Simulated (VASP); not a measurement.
Write the native input for VASP 6.6.1 that does the following.

| Property | Result |
| --- | --- |
| Task | single point |
| Functional | PBE |
| Potentials or basis | VASP PAW PBE potentials, release 64 (Al, Ni) |
| Cutoff | 520 eV |
| k mesh | 20 × 20 × 20 |
| Occupations | gaussian, width 0.15 eV |
| Spin | no spin polarisation |
| Dipole correction | no |
| Further INCAR settings | ALGO = Fast; EDIFF = 1e-07; NBANDS = 14 |

The structure of AlNi lies in POSCAR:

```
AlNi
1.0
    2.0428098070     -2.3108264536      0.0000000000
    2.0428098070      2.3108264536      0.0000000000
    0.0000000000      0.0000000000      2.9011416498
Al Ni
1 1
Direct
    0.0000000000      0.0000000000      0.0000000000
    0.5000000000      0.5000000000      0.5000000000
```

This cell differs from its parent crystal: strain +0.1312 x Voigt [0, 1, 0, 0, 0, 0].

The input as run:

INCAR

```
  PREC = Accurate
  ENCUT = 520
  EDIFF = 1E-7
  ISMEAR = 0
  SIGMA = 0.15
  LREAL = F
  LASPH = T
  NELM = 80
  ALGO = Fast
  ISIF = 2
  LWAVE = F
  LCHARG = F
  GGA = PE
  NBANDS = 14
```

KPOINTS

```
Automatic mesh
0
Gamma
  20 20 20
```

Potentials or basis: VASP PAW PBE potentials, release 64 (Al, Ni).

Launch:

```bash
$ cat potpaw_PBE.64/Al/POTCAR potpaw_PBE.64/Ni/POTCAR > POTCAR
$ mpirun -np 1 vasp_std > vasp.out
```

It gave:

The pressure is -13.0 GPa.

Caveat: the cell differs from its parent crystal (strain +0.1312 x Voigt [0, 1, 0, 0, 0, 0]).

It took 4.5 min on 1 thread of AMD EPYC 9R45 96-Core Processor (Zen 5), on a shared host, peak memory 0.51 GiB.
